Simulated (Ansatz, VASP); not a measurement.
## WC: VASP beside Ansatz

Contents of INCAR:

```
PREC = Accurate ; ENCUT = 520
EDIFF = 1E-6 ; ISMEAR = 0
SIGMA = 0.15 ; LREAL = F
LASPH = T ; NELM = 60
ALGO = Normal ; ISIF = 2
LWAVE = F ; LCHARG = T
GGA = PS ; LELF = T
LVHAR = T ; NBANDS = 16
```

KPOINTS

```
Automatic mesh
0
Gamma
  18 18 16
```

POSCAR

```
WC
1.0
    2.9005014360      0.0000000000      0.0000000000
   -1.4502507180      2.5119079273      0.0000000000
    0.0000000000      0.0000000000      2.8290000000
W C
1 1
Direct
   -0.0895733468     -0.1791466937     -0.1590668081
    0.6666666667      0.3333333333      0.5000000000
```

Input for Ansatz:

```yaml
crystal:
  lattice:
    - [2.900501436, 0.0, 0.0]
    - [-1.450250718, 2.5119079273, 0.0]
    - [0.0, 0.0, 2.829]
  atoms:
    - { symbol: W, position: [-0.0895733468, -0.1791466937, -0.1590668081] }
    - { symbol: C, position: [0.6666666667, 0.3333333333, 0.5] }
basis:
  ecutwfc: 420
kpoints:
  mp_grid: { grid: [18, 18, 16] }
hamiltonian:
  xc: pbesol
scf:
  occupations: { method: gaussian, width: 0.15 }
output:
  forces: true
  stress: true
  eigenvalues: true
  write_density: true
  write_potential: true
  elf: true
  volumetric_format: npy
```

Alike in both runs: task single point; functional PBEsol; k mesh 18 × 18 × 16; occupations gaussian, width 0.15 eV; no spin polarisation.

|  | VASP | Ansatz |
| --- | --- | --- |
| version | VASP 6.6.1 | Ansatz 0.2.0 |
| potentials or method | VASP PAW PBE potentials, release 64 (W_sv, C), cutoff 520 eV | scalar-relativistic, plane waves, PAW |
| valence electrons in the cell | 18 | 18 |

|  | VASP | Ansatz | Ansatz less VASP |
| --- | --- | --- | --- |
| gap on the k mesh at the Fermi level (eV) | none | none | - |
| rms of the force components (eV/Å) | 12.921 | 12.507 | -0.4141 |

VASP's potentials were made for PBE, not for PBEsol. Atom by atom the forces differ by 0.414 eV/Å (rms over components). A gap of «none» marks a metal or a gap that the smearing closes.

Spin-orbit coupling is off throughout.
